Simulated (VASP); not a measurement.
InH2:

```xyz
3
Lattice="3.7972 0.0000 0.0000 0.0000 3.7972 0.0000 0.0000 0.0000 3.0458" Properties=species:S:1:pos:R:3 pbc="T T T"
In    1.8986    1.8986    0.0000
H     0.0000    1.8986    2.5234
H     1.8986    0.0000    0.5224
```

The cell was built from a structure type or drawn by symmetry, and may not be a known phase.

- Program: VASP 6.6.1
- Task: relaxation of cell and atoms
- Functional: PBE
- Potentials or basis: VASP PAW PBE potentials, release 64 (In_d, H)
- Cutoff: 600 eV
- k mesh: 4 × 4 × 6
- Occupations: gaussian, width 0.1 eV
- Spin: no spin polarisation

At the start: pressure 1.0 GPa; volume 14.64 Å³/atom.

**Question.** How do energy, volume and symmetry change on relaxing?

**Answer.** Over 5 steps the energy falls by 2.7 meV/atom and the volume is 14.91 Å³/atom (+1.8 %); space group P-4m2 (No. 115, to 0.1 Å) before and after.

The path:
```
step  energy change (eV)  largest force (eV/Å)  pressure (GPa)  volume (Å³)
   1              0.0000                0.0395            1.04        43.92
   2             -0.0066                0.0147            0.18        44.52
   3             -0.0076                0.0014           -0.40        44.97
   4             -0.0077                0.0016           -0.30        44.88
   5             -0.0082                0.0044           -0.22        44.72
```

Final structure:
```
In H
1.0
     3.84861    0.00000    0.00000
     0.00000    3.84861    0.00000
     0.00000    0.00000    3.01909
In H
1 2
Direct
  0.50000 0.50000 0.00000
  0.00000 0.50000 0.82742
  0.50000 0.00000 0.17258
```

Caveat: the k points lie up to 0.41 Å⁻¹ apart in the final cell, too coarse for converged energies and pressures of a metal.
